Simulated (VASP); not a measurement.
# Ni (P6_3/mmc) in VASP: single point with PBE

Aim: the single point of Ni with PBE.

Program: VASP 6.6.1. These are calculated values, not measurements. Logs are shortened: lines on timing, memory, paths and dates and some standing lists are left out, and cuts for length are marked.

### 1 The cell of the first run

Symmetry: P6_3/mmc, No. 194, hexagonal system. Conventional cell: a = 2.741 Å, b = 2.741 Å, c = 10.433 Å, α = 90.00°, β = 90.00°, γ = 120.00°. Ni (site symmetry -3m) has 12 Ni at 2.74 to 3.05 Å within 3.6 Å. Ni (site symmetry -6m2) has 12 Ni at 2.74 to 3.05 Å within 3.6 Å.

### 2 Single point, PBE, collinear spin, ferromagnetic start

Contents of INCAR:

```
  PREC = Accurate
  ENCUT = 520
  EDIFF = 1E-6
  ISMEAR = 0
  SIGMA = 0.1
  LREAL = False
  LASPH = True
  NELM = 150
  ALGO = Normal
  ISIF = 2
  LWAVE = False
  LCHARG = True
  ISPIN = 2
  MAGMOM = 2 2 2 2
  LORBIT = 11
  LMAXMIX = 4
  GGA = PE
  LELF = True
  LVHAR = True
  NBANDS = 32
```

Contents of KPOINTS:

```
regular mesh
0
Gamma
  6 6 2
```

Contents of POSCAR:

```
Ni
1.0
    2.7413960520      0.0000000000      0.0000000000
   -1.3706980260      2.3741186229      0.0000000000
    0.0000000000      0.0000000000     10.4332379614
Ni
4
Direct
    0.0000000000      0.0000000000      0.0000000000
    0.3333333333      0.6666666667      0.2500000000
    0.0000000000      0.0000000000      0.5000000000
    0.6666666667      0.3333333333      0.7500000000
```

Potentials or basis: VASP PAW PBE potentials, release 64 (Ni).

On the command line:

```console
$ cat potpaw_PBE.64/Ni/POTCAR > POTCAR
$ mpirun -np 1 vasp_std > vasp.out
```

OUTCAR:

```text
PREC = Accurate
   ENCUT = 520
   EDIFF = 1E-6
   ISMEAR = 0
   LREAL = False
   LASPH = True
   NELM = 150
   ISIF = 2
   ISPIN = 2
   LORBIT = 11
   GGA = PE

 ion  position               nearest neighbor table
   1  0.000  0.000  0.000-   2 3.05   4 3.05   4 3.05   2 3.05   4 3.05   2 3.05
   2  0.333  0.667  0.250-   1 3.05   3 3.05   1 3.05   3 3.05   1 3.05   3 3.05
   3  0.000  0.000  0.500-   2 3.05   4 3.05   4 3.05   2 3.05   4 3.05   2 3.05
   4  0.667  0.333  0.750-   1 3.05   3 3.05   1 3.05   3 3.05   1 3.05   3 3.05

  LATTYP: Found a hexagonal cell.
 ALAT       =     2.7413960520
 C/A-ratio  =     3.8058119890

  Lattice vectors:

 A1 = (   2.7413960520,   0.0000000000,   0.0000000000)
 A2 = (  -1.3706980260,   2.3741186229,   0.0000000000)
 A3 = (   0.0000000000,   0.0000000000,  10.4332379614)

Analysis of symmetry for initial positions (statically):
=====================================================================
 Subroutine PRICEL returns:
 Original cell was already a primitive cell.

 Routine SETGRP: Setting up the symmetry group for a
 hexagonal supercell.

 Subroutine GETGRP returns: Found 24 space group operations
 (whereof 12 operations were pure point group operations)
 out of a pool of 24 trial point group operations.

The static configuration has the point symmetry D_3d.
 The point group associated with its full space group is D_6h.

Analysis of symmetry for dynamics (positions and initial velocities):
=====================================================================
 Subroutine PRICEL returns:
 Original cell was already a primitive cell.

 Routine SETGRP: Setting up the symmetry group for a
 hexagonal supercell.

 Subroutine GETGRP returns: Found 24 space group operations
 (whereof 12 operations were pure point group operations)
 out of a pool of 24 trial point group operations.

The dynamic configuration has the point symmetry D_3d.
 The point group associated with its full space group is D_6h.

Analysis of structural, dynamic, and magnetic symmetry:
=====================================================================
 Subroutine PRICEL returns:
 Original cell was already a primitive cell.

 Routine SETGRP: Setting up the symmetry group for a
 hexagonal supercell.

 Subroutine GETGRP returns: Found 24 space group operations
 (whereof 12 operations were pure point group operations)
 out of a pool of 24 trial point group operations.

The overall configuration has the point symmetry D_3d.
 The point group associated with its full space group is D_6h.

 Subroutine INISYM returns: Found 24 space group operations
 (whereof 12 operations are pure point group operations),
 and found     1 'primitive' translations

----------------------------------------------------------------------------------------

                                     Primitive cell

  volume of cell :      67.9037

  direct lattice vectors                    reciprocal lattice vectors
     2.741396052  0.000000000  0.000000000     0.364777647  0.210604472  0.000000000
    -1.370698026  2.374118623  0.000000000     0.000000000  0.421208945  0.000000000
     0.000000000  0.000000000 10.433237961     0.000000000  0.000000000  0.095847522

  length of vectors
     2.741396052  2.741396052 10.433237961     0.421208945  0.421208945  0.095847522

  position of ions in fractional coordinates (direct lattice)
     0.000000000  0.000000000  0.000000000
     0.333333333  0.666666667  0.250000000
     0.000000000  0.000000000  0.500000000
     0.666666667  0.333333333  0.750000000

  ion indices of the primitive-cell ions
   primitive index   ion index
                 1           1
                 2           2
                 3           3
                 4           4

----------------------------------------------------------------------------------------

 KPOINTS: regular mesh

Automatic generation of k-mesh.
 Grid dimensions read from file:
 generate k-points for:    6    6    2

 Generating k-lattice:

  Cartesian coordinates                     Fractional coordinates (reciprocal lattice)
     0.060796274  0.035100745  0.000000000     0.166666667 -0.000000000  0.000000000
     0.000000000  0.070201491  0.000000000     0.000000000  0.166666667  0.000000000
     0.000000000  0.000000000  0.047923761     0.000000000  0.000000000  0.500000000

  Length of vectors
     0.070201491  0.070201491  0.047923761

  Shift w.r.t. Gamma in fractional coordinates (k-lattice)
     0.000000000  0.000000000  0.000000000

 Subroutine IBZKPT returns following result:
 ===========================================

 Found     14 irreducible k-points:

 Following reciprocal coordinates:
            Coordinates               Weight
  0.000000  0.000000  0.000000      1.000000
  0.166667  0.000000  0.000000      6.000000
  0.333333  0.000000  0.000000      6.000000
  0.500000 -0.000000  0.000000      3.000000
  0.166667  0.166667  0.000000      6.000000
  0.333333  0.166667  0.000000     12.000000
  0.333333  0.333333  0.000000      2.000000
  0.000000  0.000000  0.500000      1.000000
  0.166667  0.000000  0.500000      6.000000
  0.333333  0.000000  0.500000      6.000000
  0.500000 -0.000000  0.500000      3.000000
  0.166667  0.166667  0.500000      6.000000
  0.333333  0.166667  0.500000     12.000000
  0.333333  0.333333  0.500000      2.000000
   k-points           NKPTS =     14   k-points in BZ     NKDIM =     14   number of bands    NBANDS=     32
   number of dos      NEDOS =    301   number of ions     NIONS =      4
   total plane-waves  NPLWV =  32000
   dimension x,y,z NGX =    20 NGY =   20 NGZ =   80
   dimension x,y,z NGXF=    40 NGYF=   40 NGZF=  160
   ions per type =               4
   NGX,Y,Z   is equivalent  to a cutoff of  12.13, 12.13, 12.75 a.u.
   NGXF,Y,Z  is equivalent  to a cutoff of  24.26, 24.26, 25.49 a.u.
 SYSTEM =  unknown system
   PREC   = accura    normal or accurate (medium, high low for compatibility)
   ISTART =      0    job   : 0-new  1-cont  2-samecut
   ICHARG =      2    charge: 1-file 2-atom 10-const
   ISPIN  =      2    spin polarized calculation?
   LNONCOLLINEAR =      F non collinear calculations
   LSORBIT =      F    spin-orbit coupling
   LASPH  =      T    aspherical Exc in radial PAW
   ENCUT  =  520.0 eV  38.22 Ry    6.18 a.u.   5.10  5.10 19.40*2*pi/ulx,y,z
   NELM   =    150;   NELMIN=  2; NELMDL= -5     # of ELM steps
   EDIFF  = 0.1E-05   stopping-criterion for ELM
   LREAL  =      F    real-space projection
   EDIFFG = 0.1E-04   stopping-criterion for IOM
   NSW    =      0    number of steps for IOM
   IBRION =     -1    ionic relax: 0-MD 1-quasi-New 2-CG
   NFREE  =      0    steps in history (QN), initial steepest desc. (CG)
   ISIF   =      2    stress and relaxation
   ISYM   =      2    0-nonsym 1-usesym 2-fastsym
   POTIM  = 0.5000    time-step for ionic-motion
   TEBEG  =    0.0;   TEEND  =   0.0 temperature during run
   PSTRESS=    0.0 pullay stress
   NELECT =      40.0000    total number of electrons
   NUPDOWN=      -1.0000    fix difference up-down
   EMIN   =  10.00;   EMAX   =-10.00  energy-range for DOS
   EFERMI =   0.00;   METHOD = LEGACY
   ISMEAR =     0;   SIGMA  =   0.10  broadening in eV -4-tet -1-fermi 0-gaus
   EFERMI_NEDOS =   21; number of points for ismear=-14 and -15
   IALGO  =     38    algorithm
   IMIX   =      4    mixing-type and parameters
     AMIX     =   0.40;   BMIX     =  1.00
     AMIX_MAG =   1.60;   BMIX_MAG =  1.00
  volume/ion in A,a.u.               =      16.98       114.56
  Fermi-wavevector in a.u.,A,eV,Ry     =   1.372346  2.593359 25.624321  1.883334
  Thomas-Fermi vector in A             =   2.497962
   LORBIT       =     11    0 simple, 1 ext, 2 COOP (PROOUT), +10 PAW based schemes
   GGA     = PE    functional components
   LHFCALC =     F    Hartree Fock is set to
   AEXX    =    0.0000 exact exchange contribution
   IVDW    =     0    specifies the selected vdW correction
   LEPSILON=     F    determine dielectric tensor
   LRPA    =     F    only Hartree local field effects (RPA)
 spin polarized calculation
 Gauss-broadening in eV      SIGMA  =   0.10
  energy-cutoff  :      520.00
  volume of cell :       67.90
 maximum number of plane-waves:      1845
   NGX = 11   NGY = 11   NGZ = 39

 number of electron      40.0000012 magnetization       3.0557635

 Free energy of the ion-electron system (eV)
  ---------------------------------------------------
  ext. energy  EPLUGINS =         0.00000000
  ---------------------------------------------------
  free energy    TOTEN  =       -18.42964041 eV

  energy without entropy =      -18.36754235  energy(sigma->0) =      -18.39859138

 E-fermi :   4.3769     XC(G=0): -10.8151

 val. band max:        4.3680649942   @ k =   0.3333   0.0000   0.0000
 cond. band min:       4.3779185628   @ k =   0.3333   0.0000   0.0000
 fundamental gap:      0.0098535685
 Fermi energy:         4.3768550669

 spin component 1

 k-point     1 :       0.0000    0.0000    0.0000
  band No.  band energies     occupation
      1      -1.9750      1.00000
      2      -0.6578      1.00000
      3      -0.6483      1.00000
      4       0.9585      1.00000
      5       2.3322      1.00000
      6       2.3662      1.00000
[... 24 lines left out ...]
     31      24.8855      0.00000
     32      24.9322      0.00000

 k-point     2 :       0.1667    0.0000    0.0000
  band No.  band energies     occupation
      1      -1.2046      1.00000
      2       0.0558      1.00000
      3       0.0634      1.00000
      4       1.4537      1.00000
      5       2.2599      1.00000
      6       2.3983      1.00000
[... 24 lines left out ...]
     31      20.6560      0.00000
     32      21.3910      0.00000
[... 383 lines left out ...]
     31      13.9774      0.00000
     32      13.9774      0.00000

 k-point    14 :       0.3333    0.3333    0.5000
  band No.  band energies     occupation
      1       2.1765      1.00000
      2       2.1765      1.00000
      3       2.3045      1.00000
      4       2.3045      1.00000
      5       2.3477      1.00000
      6       2.3477      1.00000
[... 24 lines left out ...]
     31      12.2372      0.00000
     32      12.2372      0.00000
 Fermi energy:         4.3768550669

 spin component 2

 k-point     1 :       0.0000    0.0000    0.0000
  band No.  band energies     occupation
      1      -2.0336      1.00000
      2      -0.6975      1.00000
      3      -0.6841      1.00000
      4       1.3265      1.00000
      5       3.1074      1.00000
      6       3.2010      1.00000
[... 24 lines left out ...]
     31      24.9990      0.00000
     32      24.9990      0.00000

 k-point     2 :       0.1667    0.0000    0.0000
  band No.  band energies     occupation
      1      -1.2607      1.00000
      2       0.0281      1.00000
      3       0.0414      1.00000
      4       1.9038      1.00000
      5       3.0744      1.00000
      6       3.1093      1.00000
[... 24 lines left out ...]
     31      20.6692      0.00000
     32      21.4509      0.00000
[... 383 lines left out ...]
     31      14.0456      0.00000
     32      14.0456      0.00000

 k-point    14 :       0.3333    0.3333    0.5000
  band No.  band energies     occupation
      1       2.8754      1.00000
      2       2.8754      1.00000
      3       2.9051      1.00000
      4       2.9051      1.00000
      5       2.9381      1.00000
      6       2.9381      1.00000
[... 24 lines left out ...]
     31      12.3571      0.00000
     32      12.3571      0.00000

------------------------ aborting loop because EDIFF is reached ----------------------------------------

  FORCE on cell =-STRESS in cart. coord.  units (eV):
  Direction    XX          YY          ZZ          XY          YZ          ZX
  --------------------------------------------------------------------------------------
  -------------------------------------------------------------------------------------
  Total      -11.1474494    -11.1474494    -12.2869495     -0.0000000      0.0000000      0.0000000
  in kB     -263.0224269   -263.0224269   -289.9087637     -0.0000000      0.0000000      0.0000000
  external PRESSURE =    -271.9845392 kB  Pullay stress =       0.0000000 kB

 VOLUME and BASIS-vectors are now :
 -----------------------------------------------------------------------------
  energy-cutoff  :      520.00
  volume of cell :       67.90
      direct lattice vectors                 reciprocal lattice vectors
     2.741396052  0.000000000  0.000000000     0.364777647  0.210604472  0.000000000
    -1.370698026  2.374118623  0.000000000     0.000000000  0.421208945  0.000000000
     0.000000000  0.000000000 10.433237961     0.000000000  0.000000000  0.095847522

 POSITION                                       TOTAL-FORCE (eV/Angst)
 -----------------------------------------------------------------------------------
      0.00000      0.00000      0.00000        -0.000000      0.000000      0.000000
     -0.00000      1.58275      2.60831         0.000000      0.000000     -0.000000
      0.00000      0.00000      5.21662        -0.000000      0.000000      0.000000
      1.37070      0.79137      7.82493         0.000000     -0.000000      0.000000
 -----------------------------------------------------------------------------------
    total drift:                                0.000000     -0.000000     -0.000000

  FREE ENERGIE OF THE ION-ELECTRON SYSTEM (eV)
  ---------------------------------------------------
  free  energy   TOTEN  =       -18.4296404097 eV

  energy  without entropy=      -18.3675423531  energy(sigma->0) =      -18.39859138

 total charge

# of ion       s       p       d       tot
------------------------------------------
    1        0.370   0.225   8.237   8.833
    2        0.369   0.224   8.241   8.835
    3        0.370   0.225   8.237   8.833
    4        0.369   0.224   8.241   8.835
--------------------------------------------------
tot          1.480   0.899  32.957  35.336

 magnetization (x)

# of ion       s       p       d       tot
------------------------------------------
    1       -0.005  -0.020   0.838   0.813
    2       -0.005  -0.020   0.836   0.811
    3       -0.005  -0.020   0.838   0.813
    4       -0.005  -0.020   0.836   0.811
--------------------------------------------------
tot         -0.019  -0.081   3.348   3.248
```

Wall time 42 s (1 thread of Intel Xeon 6975P-C (Granite Rapids), shared host); peak memory 0.21 GiB.

Results:

```
Free energy                                           : -18.4296 eV
Pressure                                              : -27.2 GPa
Net moment                                            : 3.06 μB per cell
Site moments                                          : Ni +0.81 μB
Valence electrons inside the program's atomic spheres : Ni 8.83, 8.84
```

Levels at points of the mesh, in eV from the Fermi level:
Spin up:
| k point | band 20 | band 21 | band 22 | band 23 | band 24 | band 25 |
| --- | --- | --- | --- | --- | --- | --- |
| (0.00, 0.00, 0.00) | -0.85 | -0.85 | -0.76 | -0.76 | -0.37 | 1.60 |
| (0.50, 0.00, 0.00) | -0.61 | 0.95 | 1.64 | 1.79 | 2.27 | 4.26 |
| (0.00, 0.00, 0.50) | -0.96 | -0.79 | -0.79 | -0.79 | -0.79 | 3.89 |
| (0.50, 0.00, 0.50) | -0.61 | 1.23 | 1.23 | 2.13 | 2.13 | 4.63 |
Spin down:
| k point | band 15 | band 16 | band 17 | band 18 | band 19 | band 20 | band 21 | band 22 |
| --- | --- | --- | --- | --- | --- | --- | --- | --- |
| (0.00, 0.00, 0.00) | -0.78 | -0.46 | -0.22 | -0.22 | -0.12 | -0.12 | -0.03 | -0.03 |
| (0.50, 0.00, 0.00) | 0.01 | 0.23 | 0.27 | 0.30 | 0.30 | 0.31 | 0.96 | 1.56 |
| (0.00, 0.00, 0.50) | -0.79 | -0.79 | -0.18 | -0.18 | -0.18 | -0.18 | 0.03 | 0.03 |
| (0.50, 0.00, 0.50) | -0.10 | -0.10 | 0.28 | 0.28 | 0.31 | 0.31 | 1.36 | 1.36 |

Caveat: the k points lie up to 0.44 Å⁻¹ apart.
